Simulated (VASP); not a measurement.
# MnSb (Fm-3m) in VASP: a series of runs, part 2 of 2

VASP 6.6.1. The steps go on from the part before.

### Step 3. Single point, PBE, collinear spin, ferrimagnetic start

This run uses another cell than the first one, of 21.83 Å³/atom, 1.022 times its volume.

File INCAR:

```
SYSTEM = MnSb
ALGO = Normal
EDIFF = 1E-6
ENCUT = 500
GGA = PE
GGA_COMPAT = .False.
ISIF = 2
ISMEAR = -4
ISPIN = 2
LASPH = .True.
LCHARG = .True.
LELF = .True.
LMAXMIX = 4
LORBIT = 11
LREAL = .False.
LVHAR = .True.
LWAVE = .False.
MAGMOM = 4.18 -0.12
NBANDS = 20
NELM = 200
PREC = Accurate
SIGMA = 0.1
```

File KPOINTS:

```
k-points
0
Gamma
  4 4 4
  0 0 0
```

File POSCAR:

```
MnSb
1.0
    0.0000000000      2.7950160000      2.7950160000
    2.7950160000      0.0000000000      2.7950160000
    2.7950160000      2.7950160000      0.0000000000
Mn Sb
1 1
Direct
    0.0000000000      0.0000000000      0.0000000000
    0.5000000000      0.5000000000      0.5000000000
```

Potentials or basis: VASP PAW PBE potentials, release 64 (Mn_pv, Sb).

Run with:

```bash
> cat potpaw_PBE.64/Mn_pv/POTCAR potpaw_PBE.64/Sb/POTCAR > POTCAR
> mpirun -np 1 vasp_std > vasp.out
```

OUTCAR:

```text
SYSTEM = MnSb
   EDIFF = 1E-6
   ENCUT = 500
   GGA = PE
   ISIF = 2
   ISMEAR = -4
   ISPIN = 2
   LASPH = .True.
   LORBIT = 11
   LREAL = .False.
   NELM = 200
   PREC = Accurate

 ion  position               nearest neighbor table
   1  0.000  0.000  0.000-   2 2.80   2 2.80   2 2.80   2 2.80   2 2.80   2 2.80
   2  0.500  0.500  0.500-   1 2.80   1 2.80   1 2.80   1 2.80   1 2.80   1 2.80

  LATTYP: Found a face centered cubic cell.
 ALAT       =     5.5900320000

  Lattice vectors:

 A1 = (   0.0000000000,   2.7950160000,   2.7950160000)
 A2 = (   2.7950160000,   0.0000000000,   2.7950160000)
 A3 = (   2.7950160000,   2.7950160000,   0.0000000000)

[... 566 lines left out ...]
  energy-cutoff  :      500.00
  volume of cell :       43.67
      direct lattice vectors                 reciprocal lattice vectors
     0.000000000  2.795016000  2.795016000    -0.178889853  0.178889853  0.178889853
     2.795016000  0.000000000  2.795016000     0.178889853 -0.178889853  0.178889853
     2.795016000  2.795016000  0.000000000     0.178889853  0.178889853 -0.178889853

 POSITION                                       TOTAL-FORCE (eV/Angst)
 -----------------------------------------------------------------------------------
      0.00000      0.00000      0.00000         0.000000     -0.000000      0.000000
      2.79502      2.79502      2.79502        -0.000000      0.000000     -0.000000
 -----------------------------------------------------------------------------------
    total drift:                               -0.000000      0.000000      0.000000

  FREE ENERGIE OF THE ION-ELECTRON SYSTEM (eV)
  ---------------------------------------------------
  free  energy   TOTEN  =       -12.4998493699 eV

  energy  without entropy=      -12.4998493699  energy(sigma->0) =      -12.49984937

 total charge

# of ion       s       p       d       tot
------------------------------------------
    1        0.273   6.188   4.994  11.455
    2        1.136   1.311   0.035   2.481
--------------------------------------------------
tot          1.409   7.498   5.029  13.936

 magnetization (x)

# of ion       s       p       d       tot
------------------------------------------
    1        0.069   0.038   3.573   3.680
    2        0.010  -0.101   0.011  -0.079
--------------------------------------------------
tot          0.079  -0.063   3.585   3.600
```

Wall time 33 s (1 thread of Intel Xeon Platinum 8259CL at 2.50GHz (Skylake/Cascade Lake), shared host); peak memory 0.18 GiB.

Results:

| Property | Result |
| --- | --- |
| Free energy | -12.4998 eV |
| Pressure | -0.1 GPa |
| Net moment | 3.81 μB per cell |
| Site moments | Mn +3.68; Sb -0.08 μB |
| Valence electrons inside the program's atomic spheres | Mn 11.46; Sb 2.48 |

Caveat: the k points lie up to 0.49 Å⁻¹ apart; spin-orbit coupling is left out, which moves the levels of the heavy elements; a cell with one magnetic atom can't hold antiferromagnetic order, which such compounds often take.

### Step 4. Single point, PBE, collinear spin, ferrimagnetic start

This run uses another cell than the first one, of 21.83 Å³/atom, 1.022 times its volume.

File INCAR:

```
ALGO = Normal
EDIFF = 1E-6
ENCUT = 500
GGA = PE
GGA_COMPAT = F
ISIF = 2
ISMEAR = 0
ISPIN = 2
LASPH = T
LCHARG = F
LMAXMIX = 4
LORBIT = 11
LREAL = F
LWAVE = F
MAGMOM = 4.18 -0.12
NBANDS = 20
NELM = 200
PREC = Accurate
SIGMA = 0.1
```

File KPOINTS:

```
k-points
0
Gamma
  4 4 4
```

POSCAR is that of step 3.

Run with:

```bash
> cat potpaw_PBE.64/Mn_pv/POTCAR potpaw_PBE.64/Sb/POTCAR > POTCAR
> mpirun -np 1 vasp_std > vasp.out
```

It took 36 s on 1 thread of Intel Xeon Platinum 8259CL at 2.50GHz (Skylake/Cascade Lake), shared host; peak memory 0.18 GiB.

Results (log left out):

| Quantity | Value |
| --- | --- |
| Free energy | -12.7980 eV |
| Pressure | -0.2 GPa |
| Net moment | 3.81 μB per cell |
| Site moments | Mn +3.76; Sb -0.11 μB |
| Valence electrons inside the program's atomic spheres | Mn 11.46; Sb 2.48 |

Levels at points of the mesh, in eV from the Fermi level:
Spin up:
```csv
k point,band 7,band 8,band 9,band 10,band 11,band 12,band 13,band 14,band 15,band 16
"(0.00, 0.00, 0.00)",-3.04,-2.80,-2.80,1.30,1.30,1.30,4.94,8.10,8.16,8.16
"(0.50, 0.00, 0.00)",-3.72,-2.66,-2.66,-2.33,2.73,2.73,3.98,4.82,4.82,7.89
"(0.50, 0.50, 0.00)",-2.61,-2.56,-2.56,-1.74,-1.51,-1.51,0.91,4.83,12.49,12.49
```
Spin down:
| k point | band 4 | band 5 | band 6 | band 7 | band 8 | band 9 | band 10 | band 11 |
| --- | --- | --- | --- | --- | --- | --- | --- | --- |
| (0.00, 0.00, 0.00) | -11.46 | 0.17 | 0.17 | 0.27 | 0.27 | 0.27 | 1.28 | 1.28 |
| (0.50, 0.00, 0.00) | -9.39 | -5.54 | -1.85 | -1.85 | 0.94 | 0.94 | 1.14 | 4.13 |
| (0.50, 0.50, 0.00) | -9.02 | -4.57 | -1.41 | -1.41 | -0.70 | 0.49 | 0.98 | 1.22 |

Caveat: the k points lie up to 0.49 Å⁻¹ apart; spin-orbit coupling is left out, which moves the levels of the heavy elements; a cell with one magnetic atom can't hold antiferromagnetic order, which such compounds often take.

### Step 5. Single point, PBE, collinear spin, ferrimagnetic start

This run uses another cell than the first one, of 21.83 Å³/atom, 1.022 times its volume.

File INCAR:

```
SYSTEM = MnSb
PREC = Accurate ; ENCUT = 500
EDIFF = 1E-6 ; ISMEAR = 0
SIGMA = 0.1 ; LREAL = .False.
LASPH = .True. ; NELM = 200
ALGO = Normal ; ISIF = 2
LWAVE = .False. ; LCHARG = .False.
ISPIN = 2 ; MAGMOM = 4.18 -0.12
LORBIT = 11 ; LMAXMIX = 4
GGA = PE ; NBANDS = 20
GGA_COMPAT = .False.
```

File KPOINTS:

```
Automatic mesh
0
Gamma
  4 4 4
  0 0 0
```

File POSCAR:

```
MnSb
1.0
    0.0000000000      2.7950160000      2.7950160000
    2.7950160000      0.0000000000      2.7950160000
    2.7950160000      2.7950160000      0.0000000000
Mn Sb
1 1
Direct
    0.9870000000      0.2260000000      0.9660000000
    1.4870000000      0.7260000000      1.4660000000
```

Run with:

```bash
> cat potpaw_PBE.64/Mn_pv/POTCAR potpaw_PBE.64/Sb/POTCAR > POTCAR
> mpirun -np 1 vasp_std > vasp.out
```

Run time: 34 s. Hardware: 1 thread of Intel Xeon Platinum 8259CL at 2.50GHz (Skylake/Cascade Lake), shared host; peak memory 0.18 GiB.

It converged, with:

| Property | Result |
| --- | --- |
| Free energy | -12.7980 eV |
| Pressure | -0.2 GPa |
| Net moment | 3.81 μB per cell |
| Site moments | Mn +3.76; Sb -0.11 μB |
| Valence electrons inside the program's atomic spheres | Mn 11.46; Sb 2.48 |

Levels at points of the mesh, in eV from the Fermi level:
Spin up:
```tsv
k point	band 9	band 10	band 11	band 12	band 13	band 14
(0.00, 0.00, 0.00)	-2.80	1.30	1.30	1.30	4.94	8.10
(0.50, 0.00, 0.00)	-2.66	-2.33	2.73	2.73	3.98	4.82
(0.50, 0.50, 0.00)	-2.56	-1.74	-1.51	-1.51	0.91	4.83
```
Spin down:
```tsv
k point	band 4	band 5	band 6	band 7	band 8	band 9	band 10	band 11
(0.00, 0.00, 0.00)	-11.46	0.17	0.17	0.27	0.27	0.27	1.28	1.28
(0.50, 0.00, 0.00)	-9.39	-5.54	-1.85	-1.85	0.94	0.94	1.14	4.13
(0.50, 0.50, 0.00)	-9.02	-4.57	-1.41	-1.41	-0.70	0.49	0.98	1.22
```

Caveat: the k points lie up to 0.49 Å⁻¹ apart; spin-orbit coupling is left out, which moves the levels of the heavy elements; a cell with one magnetic atom can't hold antiferromagnetic order, which such compounds often take.

### Step 6. Single point, PBE, collinear spin, ferrimagnetic start

This run uses another cell than the first one, of 21.83 Å³/atom, 1.022 times its volume.

File INCAR:

```
  ALGO = Normal
  EDIFF = 1E-6
  ENCUT = 500
  GGA = PE
  GGA_COMPAT = F
  ISIF = 2
  ISMEAR = 1
  ISPIN = 2
  LASPH = T
  LCHARG = F
  LMAXMIX = 4
  LORBIT = 11
  LREAL = F
  LWAVE = F
  MAGMOM = 4.18 -0.12
  NBANDS = 20
  NELM = 200
  PREC = Accurate
  SIGMA = 0.09
```

File KPOINTS:

```
k-points
0
Gamma
  4 4 4
```

File POSCAR:

```
MnSb
1.0
    0.0000000000      2.7950160000      2.7950160000
    2.7950160000      0.0000000000      2.7950160000
    2.7950160000      2.7950160000      0.0000000000
Mn Sb
1 1
Direct
    0.0000000000      0.0000000000      0.0000000000
    0.5000000000      0.5000000000      0.5000000000
```

Potentials or basis: VASP PAW PBE potentials, release 64 (Mn_pv, Sb).

Run with:

```bash
> cat potpaw_PBE.64/Mn_pv/POTCAR potpaw_PBE.64/Sb/POTCAR > POTCAR
> mpirun -np 1 vasp_std > vasp.out
```

Run time: 32 s. Hardware: 1 thread of Intel Xeon Platinum 8259CL at 2.50GHz (Skylake/Cascade Lake), shared host; peak memory 0.18 GiB.

It converged, with:

- Free energy: -12.7941 eV
- Pressure: -0.4 GPa
- Net moment: 3.81 μB per cell
- Site moments: Mn +3.76; Sb -0.11 μB
- Valence electrons inside the program's atomic spheres: Mn 11.46; Sb 2.48

Levels at points of the mesh, in eV from the Fermi level:
Spin up:
```tsv
k point	band 7	band 8	band 9	band 10	band 11	band 12	band 13	band 14	band 15	band 16
(0.00, 0.00, 0.00)	-3.04	-2.79	-2.79	1.31	1.31	1.31	4.95	8.12	8.17	8.17
(0.50, 0.00, 0.00)	-3.71	-2.66	-2.66	-2.32	2.74	2.74	3.99	4.83	4.83	7.90
(0.50, 0.50, 0.00)	-2.61	-2.55	-2.55	-1.73	-1.50	-1.50	0.92	4.84	12.50	12.50
```
Spin down:
```tsv
k point	band 3	band 4	band 5	band 6	band 7	band 8	band 9	band 10	band 11	band 12
(0.00, 0.00, 0.00)	-46.32	-11.44	0.17	0.17	0.28	0.28	0.28	1.29	1.29	1.29
(0.50, 0.00, 0.00)	-46.32	-9.38	-5.53	-1.84	-1.84	0.94	0.94	1.15	4.13	4.13
(0.50, 0.50, 0.00)	-46.32	-9.00	-4.56	-1.40	-1.40	-0.69	0.49	0.99	1.23	1.23
```

Caveat: the k points lie up to 0.49 Å⁻¹ apart; spin-orbit coupling is left out, which moves the levels of the heavy elements; a cell with one magnetic atom can't hold antiferromagnetic order, which such compounds often take.

### Step 7. The runs side by side

```tsv
level	spin	fixed moment (μB)	cell	smearing	gap on the mesh (eV)	pressure (GPa)	moment (μB)
PBEsol	collinear, ferromagnetic start	0.0	a = 3.924 Å, angles 60.0°, 2 atoms	gaussian 0.1 eV	-	-16.7	0.00
PBE	collinear, ferrimagnetic start	-	a = 3.953 Å, angles 60.0°, 2 atoms	tetrahedron	none	-0.1	3.81
PBE	collinear, ferrimagnetic start	-	a = 3.953 Å, angles 60.0°, 2 atoms	gaussian 0.1 eV	none	-0.2	3.81
PBE	collinear, ferrimagnetic start	-	a = 3.953 Å, angles 60.0°, 2 atoms	methfessel-paxton 0.09 eV	none	-0.4	3.81
```

Alike in all rows: task single point; potentials or basis VASP PAW PBE potentials, release 64 (Mn_pv, Sb); k mesh 4 × 4 × 4; cutoff (eV) 500.

Caveats: all runs use coarse meshes; spin-orbit coupling is left out, which moves the levels of the heavy elements; a cell with one magnetic atom can't hold antiferromagnetic order, which such compounds often take (some runs); the PAW data sets were made with another functional, which shifts forces and pressure a little (some runs); the total moment is fixed, so each spin has its own Fermi level (some runs).

Absolute energies hang on the potentials; compare differences alone.
